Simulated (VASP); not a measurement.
# H in VASP: notebook

Runs on H. Level: PBE. Tasks: relaxation of cell and atoms, single point.

Everything below comes from runs of VASP 6.6.1. Logs are shortened: lines on timing, memory, paths and dates and some standing lists are left out, and cuts for length are marked.

### Step 1. The cell of the first run

It takes space group Cmcm (No. 63, orthorhombic). Conventional cell: a = 3.546 Å, b = 5.702 Å, c = 6.775 Å, α = 90.00°, β = 90.00°, γ = 90.00°. Within 1.0 Å of H (site symmetry m) lie 1 H at 0.75 Å.

### Step 2. Relaxation of cell and atoms, PBE

INCAR

```
ALGO = Normal
EDIFF = 1E-6
EDIFFG = -0.005
ENCUT = 600
GGA = PE
IBRION = 2
ISIF = 3
ISMEAR = 0
LASPH = T
LCHARG = F
LREAL = F
LWAVE = F
NELM = 80
NSW = 100
PREC = Accurate
SIGMA = 0.02
```

KPOINTS

```
k-points
0
Gamma
  8 8 4
```

POSCAR

```
H
1.0
    1.7730092805     -2.8512325502      0.0000000000
    1.7730092805      2.8512325502      0.0000000000
    0.0000000000      0.0000000000      6.7754939042
H
4
Direct
    0.5539494993      0.4460505007      0.9682905643
    0.4460505007      0.5539494993      0.0317094357
    0.4460505007      0.5539494993      0.4682905643
    0.5539494993      0.4460505007      0.5317094357
```

Potentials or basis: VASP PAW PBE potentials, release 64 (H).

The run is started by

```console
cat potpaw_PBE.64/H/POTCAR > POTCAR
mpirun -np 1 vasp_std > vasp.out
```

OUTCAR:

```text
EDIFF = 1E-6
   EDIFFG = -0.005
   ENCUT = 600
   GGA = PE
   IBRION = 2
   ISIF = 3
   ISMEAR = 0
   LASPH = T
   LREAL = F
   NELM = 80
   NSW = 100
   PREC = Accurate

 ion  position               nearest neighbor table
   1  0.554  0.446  0.968-   2 0.75
   2  0.446  0.554  0.032-   1 0.75
   3  0.446  0.554  0.468-   4 0.75
   4  0.554  0.446  0.532-   3 0.75

  LATTYP: Found a base centered orthorhombic cell.
 ALAT       =     3.5460185610
 B/A-ratio  =     1.6081317687
 C/A-ratio  =     1.9107327803

  Lattice vectors:

 A1 = (   1.7730092805,  -2.8512325502,   0.0000000000)
 A2 = (   1.7730092805,   2.8512325502,   0.0000000000)
 A3 = (   0.0000000000,   0.0000000000,   6.7754939042)

Analysis of symmetry for initial positions (statically):
=====================================================================
 Subroutine PRICEL returns:
 Original cell was already a primitive cell.

 Routine SETGRP: Setting up the symmetry group for a
 base centered orthorhombic supercell.

 Subroutine GETGRP returns: Found  8 space group operations
 (whereof  4 operations were pure point group operations)
 out of a pool of  8 trial point group operations.

The static configuration has the point symmetry C_2h.
 The point group associated with its full space group is D_2h.

Analysis of symmetry for dynamics (positions and initial velocities):
=====================================================================
 Subroutine PRICEL returns:
 Original cell was already a primitive cell.

 Routine SETGRP: Setting up the symmetry group for a
 base centered orthorhombic supercell.

 Subroutine GETGRP returns: Found  8 space group operations
 (whereof  4 operations were pure point group operations)
 out of a pool of  8 trial point group operations.

The dynamic configuration has the point symmetry C_2h.
 The point group associated with its full space group is D_2h.

 Subroutine INISYM returns: Found  8 space group operations
 (whereof  4 operations are pure point group operations),
 and found     1 'primitive' translations

----------------------------------------------------------------------------------------

                                     Primitive cell

  volume of cell :      68.5038

  direct lattice vectors                    reciprocal lattice vectors
[... 101 lines left out ...]
   PSTRESS=    0.0 pullay stress
   NELECT =       4.0000    total number of electrons
   NUPDOWN=      -1.0000    fix difference up-down
   EMIN   =  10.00;   EMAX   =-10.00  energy-range for DOS
   EFERMI =   0.00;   METHOD = LEGACY
   ISMEAR =     0;   SIGMA  =   0.02  broadening in eV -4-tet -1-fermi 0-gaus
   EFERMI_NEDOS =   21; number of points for ismear=-14 and -15
   IALGO  =     38    algorithm
   IMIX   =      4    mixing-type and parameters
     AMIX     =   0.40;   BMIX     =  1.00
     AMIX_MAG =   1.60;   BMIX_MAG =  1.00
  volume/ion in A,a.u.               =      17.13       115.57
  Fermi-wavevector in a.u.,A,eV,Ry     =   0.635121  1.200205  5.488304  0.403379
  Thomas-Fermi vector in A             =   1.699348
   LORBIT       =      0    0 simple, 1 ext, 2 COOP (PROOUT), +10 PAW based schemes
   GGA     = PE    functional components
   LHFCALC =     F    Hartree Fock is set to
   AEXX    =    0.0000 exact exchange contribution
   IVDW    =     0    specifies the selected vdW correction
   LEPSILON=     F    determine dielectric tensor
   LRPA    =     F    only Hartree local field effects (RPA)
 conjugate gradient relaxation of ions
 non-spin polarized calculation
 Gauss-broadening in eV      SIGMA  =   0.02
  energy-cutoff  :      600.00
  volume of cell :       68.50
 maximum number of plane-waves:      2312
   NGX = 13   NGY = 13   NGZ = 27

--------------------------------------- Ionic step        1  -------------------------------------------

 number of electron       3.9999998 magnetization

 Free energy of the ion-electron system (eV)
  ---------------------------------------------------
  ext. energy  EPLUGINS =         0.00000000
  ---------------------------------------------------
  free energy    TOTEN  =       -13.57831218 eV

  energy without entropy =      -13.57831218  energy(sigma->0) =      -13.57831218

------------------------ aborting loop because EDIFF is reached ----------------------------------------

  FORCE on cell =-STRESS in cart. coord.  units (eV):
  Direction    XX          YY          ZZ          XY          YZ          ZX
  --------------------------------------------------------------------------------------
  -------------------------------------------------------------------------------------
  Total        0.0008376     -0.0257462     -0.0063459      0.0000000      0.0000000      0.0000000
  in kB        0.0195910     -0.6021573     -0.1484194      0.0000000      0.0000000      0.0000000
  external PRESSURE =      -0.2436619 kB  Pullay stress =       0.0000000 kB
[... 63 lines left out ...]
--------------------------------------- Ionic step        3  -------------------------------------------

 number of electron       3.9999998 magnetization

 Free energy of the ion-electron system (eV)
  ---------------------------------------------------
  ext. energy  EPLUGINS =         0.00000000
  ---------------------------------------------------
  free energy    TOTEN  =       -13.57832055 eV

  energy without entropy =      -13.57832055  energy(sigma->0) =      -13.57832055

 E-fermi :  -8.8002     XC(G=0):  -4.4326

 val. band max:       -8.9084464371   @ k =   0.5000   0.5000   0.0000
 cond. band min:      -0.0967128384   @ k =   0.0000   0.0000   0.0000
 fundamental gap:      8.8117335987
 Fermi energy:        -8.8001555622

 k-point     1 :       0.0000    0.0000    0.0000
  band No.  band energies     occupation
      1     -10.2642      2.00000
      2      -9.7286      2.00000
      3      -0.0967      0.00000
      4       2.6622      0.00000
      5       6.2268      0.00000
      6       6.7143      0.00000
[... 199 lines left out ...]
 k-point    24 :       0.2500    0.0000    0.2500
  band No.  band energies     occupation
      1      -9.8368      2.00000
      2      -9.5040      2.00000
      3       0.9923      0.00000
      4       1.8658      0.00000
      5       4.1441      0.00000
      6       5.5239      0.00000

 [... further k-points ...]

------------------------ aborting loop because EDIFF is reached ----------------------------------------

  FORCE on cell =-STRESS in cart. coord.  units (eV):
  Direction    XX          YY          ZZ          XY          YZ          ZX
  --------------------------------------------------------------------------------------
  -------------------------------------------------------------------------------------
  Total        0.0015108     -0.0083729      0.0024103      0.0000000      0.0000000      0.0000000
  in kB        0.0353390     -0.1958470      0.0563779      0.0000000      0.0000000      0.0000000
  external PRESSURE =      -0.0347101 kB  Pullay stress =       0.0000000 kB
[... 19 lines left out ...]
  FREE ENERGIE OF THE ION-ELECTRON SYSTEM (eV)
  ---------------------------------------------------
  free  energy   TOTEN  =       -13.5783205467 eV

  energy  without entropy=      -13.5783205467  energy(sigma->0) =      -13.57832055

 reached required accuracy - stopping structural energy minimisation
```

OSZICAR:

```text
N       E                     dE             d eps       ncg     rms          rms(c)
DAV:   1    -0.190166443782E+01   -0.19017E+01   -0.15585E+03   756   0.503E+02
DAV:   2    -0.143225784184E+02   -0.12421E+02   -0.12097E+02  1080   0.709E+01
DAV:   3    -0.148157540266E+02   -0.49318E+00   -0.49318E+00   906   0.164E+01
DAV:   4    -0.148174185847E+02   -0.16646E-02   -0.16646E-02  1092   0.103E+00
[... 14 lines left out ...]
   2 F= -.13578268E+02 E0= -.13578268E+02  d E =0.437796E-04
       N       E                     dE             d eps       ncg     rms          rms(c)
DAV:   1    -0.135783231885E+02   -0.54787E-04   -0.70504E-04   822   0.247E-01    0.126E-02
DAV:   2    -0.135783213016E+02    0.18869E-05   -0.38688E-06   834   0.177E-02    0.719E-03
DAV:   3    -0.135783205467E+02    0.75488E-06   -0.28953E-06   834   0.919E-03
   3 F= -.13578321E+02 E0= -.13578321E+02  d E =-.836332E-05
```

CONTCAR:

```text
H
   1.00000000000000
     1.7730143586361384   -2.8509815474659601    0.0000000000000000
     1.7730143586361384    2.8509815474659601    0.0000000000000000
     0.0000000000000000    0.0000000000000000    6.7753468872548179
  H
     4
Direct
     0.5539181472197365    0.4460818527802635    0.9683092221376348
     0.4460818527802635    0.5539181472197365    0.0316907778623651
     0.4460818527802635    0.5539181472197365    0.4683092221376349
     0.5539181472197365    0.4460818527802635    0.5316907778623652

  0.00000000E+00  0.00000000E+00  0.00000000E+00
  0.00000000E+00  0.00000000E+00  0.00000000E+00
  0.00000000E+00  0.00000000E+00  0.00000000E+00
  0.00000000E+00  0.00000000E+00  0.00000000E+00
```

Wall time 52 s (1 thread of AMD EPYC 7R13, shared host); peak memory 0.19 GiB.

Results:

```yaml
Free_energy: -13.5783 eV
Relaxed_volume: 17.12 Å³/atom
Relaxed_cell: a = 3.357 Å, b = 3.357 Å, c = 6.775 Å, α = 90.00°, β = 90.00°, γ = 116.25°
Space_group_after_relaxing_to_0.05_Å: Cmcm (No. 63)
Energy_gained_by_relaxing: 0.0 meV/atom
Ionic_steps: 3
Pressure_after_relaxing: 0.0 GPa
Band_gap_on_the_k_mesh: 8.81 eV, indirect (least direct gap 8.96 eV)
```

Final structure:
```
CELL_PARAMETERS angstrom
1.77301 -2.85098 0.00000
1.77301 2.85098 0.00000
0.00000 0.00000 6.77535
ATOMIC_POSITIONS crystal
H 0.55392 0.44608 0.96831
H 0.44608 0.55392 0.03169
H 0.44608 0.55392 0.46831
H 0.55392 0.44608 0.53169
```

### Step 3. Single point, PBE (strained)

INCAR

```
SYSTEM = H
PREC     = Accurate       ! precision mode
ENCUT    = 500            ! plane-wave cutoff, eV
EDIFF    = 1E-6           ! SCF threshold, eV
ISMEAR   = 0              ! smearing method
SIGMA    = 0.02           ! smearing width, eV
LREAL    = .FALSE.        ! projectors in reciprocal space
LASPH    = .TRUE.         ! aspherical terms in the spheres
NELM     = 120            ! most SCF steps
ALGO     = Normal         ! electronic algorithm
ISIF     = 2              ! what is computed and relaxed
LWAVE    = .FALSE.        ! write WAVECAR
LCHARG   = .FALSE.        ! write CHGCAR
GGA      = PE             ! functional
NBANDS   = 10             ! bands
GGA_COMPAT= .FALSE.
```

KPOINTS

```
regular mesh
0
G
  8 8 4
  0 0 0
```

POSCAR

```
H
1.0
    1.6162865768     -2.7387633025      0.0000000000
    1.6162865768      2.7387633025      0.0000000000
    0.0000000000      0.0000000000      6.0911451385
H
4
Direct
    0.5905240355      0.4094759645      0.9651422200
    0.4094759645      0.5905240355      0.0348577800
    0.4094759645      0.5905240355      0.4651422200
    0.5905240355      0.4094759645      0.5348577800
```

Potentials or basis: VASP PAW PBE potentials, release 64 (H).

The run is started by

```console
cat potpaw_PBE.64/H/POTCAR > POTCAR
mpirun -np 1 vasp_std > vasp.out
```

Wall time 8.1 s (1 thread of Intel Xeon 6975P-C (Granite Rapids), shared host); peak memory 0.16 GiB.

It converged, with:

```yaml
Free_energy: -11.5310 eV
Pressure: -9.4 GPa
Largest_force: 4.487 eV/Å
Band_gap_on_the_k_mesh: 4.29 eV, direct
```

Forces on the atoms (eV/Å):
```
H    0.000  4.125  1.767
H    0.000 -4.125 -1.767
H    0.000 -4.125  1.767
H    0.000  4.125 -1.767
```

Stress tensor (GPa, compression positive):
```
  0.23   0.00   0.00
  0.00 -24.49   0.00
  0.00   0.00  -3.85
```

Levels at points of the mesh, in eV from the valence-band top:
```tsv
k point	band 1	band 2	band 3	band 4	band 5	band 6
(0.00, 0.00, 0.00)	-3.09	-1.89	6.20	11.41	12.26	12.60
(0.50, 0.00, 0.00)	-1.38	-0.47	5.86	7.96	9.93	12.86
(0.50, 0.50, 0.00)	-0.88	0.00	4.29	6.12	11.21	12.37
(0.00, 0.00, 0.50)	-2.56	-2.56	8.34	8.34	12.79	12.79
(0.50, 0.00, 0.50)	-0.97	-0.97	6.72	6.72	11.49	11.49
(0.50, 0.50, 0.50)	-0.48	-0.48	5.07	5.07	12.78	12.78
```

Caveat: the cell differs from its parent crystal (strained); forces of over 1 eV/Å act on the atoms, so gaps and moduli don't describe the material at rest.

### Step 4. Single point, PBE (strained and its atoms moved)

INCAR

```
PREC = Accurate
ENCUT = 500
EDIFF = 1E-6
ISMEAR = 0
SIGMA = 0.02
LREAL = F
LASPH = T
NELM = 120
ALGO = Normal
ISIF = 2
LWAVE = F
LCHARG = F
GGA = PE
NBANDS = 10
GGA_COMPAT = F
```

KPOINTS

```
Automatic mesh
0
Gamma
  8 8 4
```

POSCAR

```
H
1.0
    1.6603023775     -2.9027192301      0.0000000000
    1.6603023775      2.9027192301      0.0000000000
    0.0000000000      0.0000000000      5.9656905560
H
4
Direct
    0.5819293253      0.4388821257      1.0224182693
    0.4388821257      0.5819293253     -0.0224182693
    0.4180706747      0.5611178743      0.5224182693
    0.5611178743      0.4180706747      0.4775817307
```

The run is started by

```console
cat potpaw_PBE.64/H/POTCAR > POTCAR
mpirun -np 1 vasp_std > vasp.out
```

It took 9 s on 1 thread of Intel Xeon 6975P-C (Granite Rapids), shared host; peak memory 0.17 GiB.

Results (log left out):

| Quantity | Value |
| --- | --- |
| Free energy | -13.1510 eV |
| Pressure | -4.6 GPa |
| Largest force | 2.925 eV/Å |
| Band gap on the k mesh | 6.63 eV, indirect (least direct gap 6.66 eV) |

Forces in eV/Å, atoms in the order of the input:
```
H    0.001  2.787 -0.889
H    0.001 -2.787  0.889
H   -0.001 -2.787 -0.889
H   -0.001  2.787  0.889
```

Stress tensor (GPa, compression positive):
```
  0.08   0.00   0.00
  0.00 -13.03   0.00
  0.00   0.00  -0.83
```

Levels at points of the mesh, in eV from the valence-band top:
| k point | band 1 | band 2 | band 3 | band 4 | band 5 | band 6 | band 7 |
| --- | --- | --- | --- | --- | --- | --- | --- |
| (0.00, 0.00, 0.00) | -2.18 | -1.10 | 8.37 | 12.13 | 14.17 | 14.47 | 16.46 |
| (0.50, 0.00, 0.00) | -1.01 | -0.20 | 7.98 | 10.52 | 11.64 | 14.11 | 14.25 |
| (0.50, 0.50, 0.00) | -0.83 | -0.04 | 6.63 | 8.88 | 12.26 | 13.81 | 14.79 |
| (0.00, 0.00, 0.50) | -1.69 | -1.69 | 10.26 | 10.26 | 14.32 | 14.32 | 16.67 |
| (0.50, 0.00, 0.50) | -0.64 | -0.64 | 8.91 | 8.91 | 13.22 | 13.22 | 14.87 |
| (0.50, 0.50, 0.50) | -0.46 | -0.46 | 7.49 | 7.49 | 13.86 | 13.86 | 17.18 |

Caveat: the cell differs from its parent crystal (strained and its atoms moved); forces of over 1 eV/Å act on the atoms, so gaps and moduli don't describe the material at rest. A k mesh can miss the band edges.

### Step 5. Summary

```tsv
task	cell	cutoff (eV)	gap on the mesh (eV)	pressure (GPa)	largest force (eV/Å)
relaxation of cell and atoms	relaxed from a = 3.358, b = 3.358, c = 6.775 Å, angles 90.0, 90.0, 116.3°, 4 atoms	600	8.81	0.0	-
single point	a = 3.180, b = 3.180, c = 6.091 Å, angles 90.0, 90.0, 118.9°, 4 atoms	500	4.29	-9.4	4.49
single point	a = 3.344, b = 3.344, c = 5.966 Å, angles 90.0, 90.0, 120.5°, 4 atoms	500	6.63	-4.6	2.93
```

Alike in all rows: level PBE; potentials or basis VASP PAW PBE potentials, release 64 (H); no spin polarisation; k mesh 8 × 8 × 4; smearing gaussian 0.02 eV.

Caveats: forces of over 1 eV/Å act on the atoms, so gaps and moduli don't describe the material at rest (some runs).

Total energies depend on the potentials used, so only differences within one code and one set of settings carry meaning.
